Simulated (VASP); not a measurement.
A run of VASP 6.6.1:

File INCAR:

```
SYSTEM = Ag
ALGO     = Normal         ! electronic algorithm
EDIFF    = 1E-6           ! SCF threshold, eV
ENCUT    = 520            ! plane-wave cutoff, eV
GGA      = PE             ! functional
ISIF     = 2              ! what is computed and relaxed
ISMEAR   = -1             ! smearing method
LASPH    = .True.         ! aspherical terms in the spheres
LCHARG   = .False.        ! write CHGCAR
LREAL    = .False.        ! projectors in reciprocal space
LWAVE    = .False.        ! write WAVECAR
NBANDS   = 18             ! bands
NELM     = 80             ! most SCF steps
PREC     = Accurate       ! precision mode
SIGMA    = 0.1            ! smearing width, eV
```

The input KPOINTS:

```
k-points
0
Gamma
  14 14 8
  0 0 0
```

Contents of POSCAR:

```
Ag
1.0
    3.0217084212      0.0000000000      0.0000000000
   -1.5108542106      2.6168762555      0.0000000000
    0.0000000000      0.0000000000      4.8932395903
Ag
2
Direct
    0.3333333333      0.6666666667      0.2500000000
    0.6666666667      0.3333333333      0.7500000000
```

Potentials or basis: VASP PAW PBE potentials, release 64 (Ag).

Launch:

```bash
$ cat potpaw_PBE.64/Ag/POTCAR > POTCAR
$ mpirun -np 1 vasp_std > vasp.out
```

Hardware: 1 thread of Intel(R) Xeon(R) Platinum 8488C (Sapphire Rapids), on a shared host.

Question: Estimate the wall time of this run.

Answer: Run time: 30 s on 1 thread of Intel(R) Xeon(R) Platinum 8488C (Sapphire Rapids), on a shared host, peak memory 0.2 GiB. Counts: scf iterations 11, k points 120.
